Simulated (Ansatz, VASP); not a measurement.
## One calculation of Au, two programs

```xyz
1
Lattice="0.0000 2.0568 2.0568 2.0568 0.0000 2.0568 2.0568 2.0568 0.0000" Properties=species:S:1:pos:R:3 pbc="T T T"
Au    0.0000    0.0000    0.0000
```

Alike in both runs: task single point; functional PBE; k mesh 12 × 12 × 12; occupations fermi-dirac, width 0.06 eV; no spin polarisation.

```csv
,VASP,Ansatz
version,VASP 6.6.1,Ansatz 0.2 development build
potentials or method,"VASP PAW PBE potentials, release 64 (Au), cutoff 520 eV","all-electron full-potential LAPW, scalar-relativistic"
```

Ansatz gave:

| Quantity | Value |
| --- | --- |
| pressure (GPa) | 5.1 |

**Question.** What did VASP give for the same quantities?

**Answer.** Pressure (GPa): 4.7.

Ansatz ran all-electron here, and VASP with PAW potentials.

Spin-orbit coupling is off throughout.
